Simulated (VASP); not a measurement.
Set up this calculation in VASP 6.6.1, as the native input.

* Task: single point
* Functional: PBE
* Potentials or basis: VASP PAW PBE potentials, release 64 (Ag, Cl)
* Cutoff: 520 eV
* k mesh: 8 × 8 × 8
* Occupations: gaussian, width 0.02 eV
* Spin: no spin polarisation
* Dipole correction: no
* Further INCAR settings: ALGO = Normal; EDIFF = 1e-06; NBANDS = 16

The structure of AgCl lies in POSCAR:

```
AgCl
1.0
    0.0000000000      2.8964688709      2.8964688709
    2.8964688709      0.0000000000      2.8964688709
    2.8964688709      2.8964688709      0.0000000000
Ag Cl
1 1
Direct
    0.0000000000      0.0000000000      0.0000000000
    0.5000000000      0.5000000000      0.5000000000
```

This cell differs from its parent crystal: volume scaled by 1.10.

These files were run (other wordings do the same):

INCAR

```
PREC = Accurate
ENCUT = 520
EDIFF = 1E-6
ISMEAR = 0
SIGMA = 0.02
LREAL = F
LASPH = T
NELM = 100
ALGO = Normal
ISIF = 2
LWAVE = F
LCHARG = F
GGA = PE
NBANDS = 16
```

KPOINTS

```
Automatic mesh
0
Gamma
  8 8 8
```

Potentials or basis: VASP PAW PBE potentials, release 64 (Ag, Cl).

Run with:

```console
$ cat potpaw_PBE.64/Ag/POTCAR potpaw_PBE.64/Cl/POTCAR > POTCAR
$ mpirun -np 1 vasp_std > vasp.out
```

It gave:

```yaml
Pressure: -3.2 GPa
Band_gap_on_the_k_mesh: 0.97 eV, indirect (least direct gap 2.78 eV)
```

It took 9.1 s on 1 thread of Intel(R) Xeon(R) 6975P-C (Granite Rapids), with other jobs on the host, peak memory 0.17 GiB.
